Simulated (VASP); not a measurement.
The system is Si.

```
Si
1.0
     3.08229   -3.78222    0.00000
     3.08229    3.78222    0.00000
     0.00000    0.00000    4.40122
Si
6
Direct
  0.60400 0.39600 0.31018
  0.89600 0.10400 0.31018
  0.39600 0.60400 0.68982
  0.10400 0.89600 0.68982
  0.75000 0.75000 0.00000
  0.25000 0.25000 0.00000
```

The cell was generated, and may not be a known phase.

```yaml
Program: VASP 6.6.1
Task: relaxation of cell and atoms
Functional: PBE
Potentials_or_basis: VASP PAW PBE potentials, release 64 (Si)
Cutoff: 600 eV
k_mesh: 4 × 4 × 4
Occupations: gaussian, width 0.1 eV
Spin: no spin polarisation
```

At the start: pressure 26.4 GPa; volume 17.10 Å³/atom.

Where does the relaxation end?

Over 9 steps the energy falls by 320.6 meV/atom and the volume is 20.97 Å³/atom (+22.6 %); space group Cmme (No. 67, to 0.1 Å) before and after.

Step by step:
| step | energy change (eV) | largest force (eV/Å) | pressure (GPa) | volume (Å³) |
| --- | --- | --- | --- | --- |
| 1 | 0.0000 | 1.4428 | 26.40 | 102.62 |
| 2 | -0.7069 | 1.3788 | -9.86 | 150.29 |
| 3 | -1.7205 | 0.6359 | -0.17 | 125.76 |
| 4 | -1.7210 | 0.6112 | 0.16 | 125.27 |
| 5 | -1.8512 | 0.3988 | -0.36 | 126.61 |
| 6 | -1.8752 | 0.4992 | -0.61 | 127.34 |
| 7 | -1.9228 | 0.0813 | -0.23 | 126.38 |
| 8 | -1.9231 | 0.0441 | -0.19 | 126.29 |
| 9 | -1.9236 | 0.0181 | 0.11 | 125.84 |

Final structure:
```cif
data_structure
_symmetry_space_group_name_H-M 'P 1'
_symmetry_Int_Tables_number 1
_cell_length_a 5.3741
_cell_length_b 5.3741
_cell_length_c 4.4140
_cell_angle_alpha 90.000
_cell_angle_beta 90.000
_cell_angle_gamma 99.205
_cell_volume 125.84
loop_
_atom_site_label
_atom_site_type_symbol
_atom_site_fract_x
_atom_site_fract_y
_atom_site_fract_z
_atom_site_occupancy
Si1 Si 0.60499 0.39501 0.30662 1
Si2 Si 0.89501 0.10499 0.30662 1
Si3 Si 0.39501 0.60499 0.69338 1
Si4 Si 0.10499 0.89501 0.69338 1
Si5 Si 0.75000 0.75000 0.00000 1
Si6 Si 0.25000 0.25000 0.00000 1
```

Caveat: the volume moved by over 15 % at a fixed basis, so the end points are rough.
